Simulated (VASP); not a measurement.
Runs of VASP 6.6.1 on Rh. The structure is that of space group I4/mmm (No. 139), or close to it. The cells are those of the table. 

| cell | gap on the mesh (eV) | pressure (GPa) |
| --- | --- | --- |
| a = 2.641, b = 2.641, c = 2.748 Å, angles 58.6, 58.6, 62.7°, 1 atom | none | (a) |
| a = 2.602, b = 2.602, c = 3.086 Å, angles 53.6, 53.6, 72.7°, 1 atom | none | 6.9 |
| a = 2.840, b = 2.840, c = 2.449 Å, angles 64.5, 64.5, 51.1°, 1 atom | none | 13.2 |
| a = 2.976, b = 2.976, c = 2.335 Å, angles 66.9, 66.9, 46.2°, 1 atom | none | 34.2 |
| a = 2.722, b = 2.722, c = 2.589 Å, angles 61.6, 61.6, 56.8°, 1 atom | none | (b) |

Alike in all rows: task single point; level PBEsol; potentials or basis VASP PAW PBE potentials, release 64 (Rh_pv); no spin polarisation; k mesh 30 × 30 × 30; cutoff (eV) 520; smearing gaussian 0.15 eV.

Estimate the missing entries.

(a) 0.9; (b) 1.7.

Caveats: the PAW data sets were made with another functional, which shifts forces and pressure a little; the stress differs along the axes, from -6 to 14 GPa (at least some runs); the stress differs along the axes, from -25 to 32 GPa (at least some runs); the stress differs along the axes, from -26 to 64 GPa (at least some runs); the stress differs along the axes, from -15 to 10 GPa (at least some runs).

A k mesh can miss the band edges, and the runs leave out spin-orbit coupling on Rh.

A gap of «none» marks levels without a gap at the run's occupations.
